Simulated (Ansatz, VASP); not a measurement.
**Two plane-wave programs on BeSe5**

```xyz
12
Lattice="9.2723 0.0000 0.0000 -4.6361 8.0300 0.0000 0.0000 0.0000 5.3409" Properties=species:S:1:pos:R:3 pbc="T T T"
Be    0.0000    0.0000    0.0000
Be    0.0000    0.0000    2.6705
Se    0.0000    5.3534    2.6701
Se    4.6361    2.6767    5.3405
Se    4.6361    2.6767    2.6708
Se    0.0000    5.3534    0.0004
Se    4.6361    0.0000    0.0000
Se   -2.3181    4.0150    0.0000
Se    2.3181    4.0150    0.0000
Se    4.6361    0.0000    2.6705
Se   -2.3181    4.0150    2.6705
Se    2.3181    4.0150    2.6705
```

Alike in both runs: functional PBE; k mesh 3 × 3 × 4; occupations gaussian, width 0.1 eV; no spin polarisation.

Ansatz relaxed the structure, and its values are those at the end. VASP's run is a single point on that final structure, the one shown.

|  | VASP | Ansatz |
| --- | --- | --- |
| version | VASP 6.6.1 | Ansatz 0.2.0 |
| potentials or method | VASP PAW PBE potentials, release 64 (Be, Se), cutoff 520 eV | scalar-relativistic, plane waves, PAW |
| valence electrons in the cell | 64 | 164 |

VASP gave:

| Quantity | Value |
| --- | --- |
| gap on the k mesh at the Fermi level (eV) | none |
| pressure (GPa) | 0.3 |

What did Ansatz give for the same quantities?

gap on the k mesh at the Fermi level (eV): none; pressure (GPa): 0.2.

A gap of «none» marks a metal or a gap that the smearing closes. VASP's potentials hold 64 valence electrons a cell and Ansatz's 164, so a difference there can come from the potentials and not from the codes.
